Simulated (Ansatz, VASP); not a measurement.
# Si7O16: VASP beside Ansatz

```xyz
23
Lattice="-5.0833 -5.0833 0.0000 -5.0833 5.0833 0.0000 5.0833 0.0000 -7.0989" Properties=species:S:1:pos:R:3 pbc="T T T"
Si   -1.3550    3.7327   -3.5522
Si   -6.2133    1.3271   -1.9476
Si   -1.1066    1.0186   -1.8495
Si   -3.7602   -1.1270   -5.1563
Si    1.0149   -1.0983   -5.2538
Si    1.3836    1.4663   -7.1383
Si   -3.6227    1.3894   -7.0636
O    -0.4889   -1.1856   -4.5314
O    -0.2753    3.9420   -4.7601
O    -4.7943   -4.0933   -1.0170
O    -4.8010    1.6978   -1.2225
O    -1.1853   -0.4852   -2.5727
O    -6.2166   -0.2704   -2.3470
O     1.6122    2.8163   -6.2707
O     1.0928   -2.2939   -6.3406
O     0.9763    0.2982   -6.0845
O    -3.3972    0.2883   -5.8795
O    -3.0672   -1.3841   -3.6450
O    -2.8449    3.9116   -4.1874
O    -7.3558    1.6068   -0.8343
O    -2.3035    1.0864   -0.7631
O    -1.3931   -3.0619   -3.4575
O    -1.1880    2.2430   -2.9139
```

Change from the starting cell: Si vacancy (site a), charge +0, atoms relaxed at the host's cell, started again with a moment of 2 muB.

Alike in both runs: functional PBE; k mesh 2 × 2 × 2; occupations gaussian, width 0.01 eV; collinear spin.

Ansatz relaxed the structure, and its values are those at the end. VASP's run is a single point on that final structure, the one shown.

|  | VASP | Ansatz |
| --- | --- | --- |
| version | VASP 6.6.1 | Ansatz 0.2.0 |
| potentials or method | VASP PAW PBE potentials, release 64 (Si, O), cutoff 520 eV | scalar-relativistic, plane waves, PAW |
| valence electrons in the cell | 124 | 124 |

```csv
,VASP,Ansatz,Ansatz less VASP
gap on the k mesh at the Fermi level (eV),0.70,0.70,+0.002
least direct gap on the mesh (eV),0.71,0.71,+0.002
rms of the force components (eV/Å),0.021,0.005,-0.0157
net moment per atom (μB),0.17,0.17,0.000
size of the moment on the site where the two differ most (μB),0.76,0.72,-0.044
```

Site moments also hang on the region over which each program counts them.

The k mesh is coarse, so the values compare programs but aren't converged.
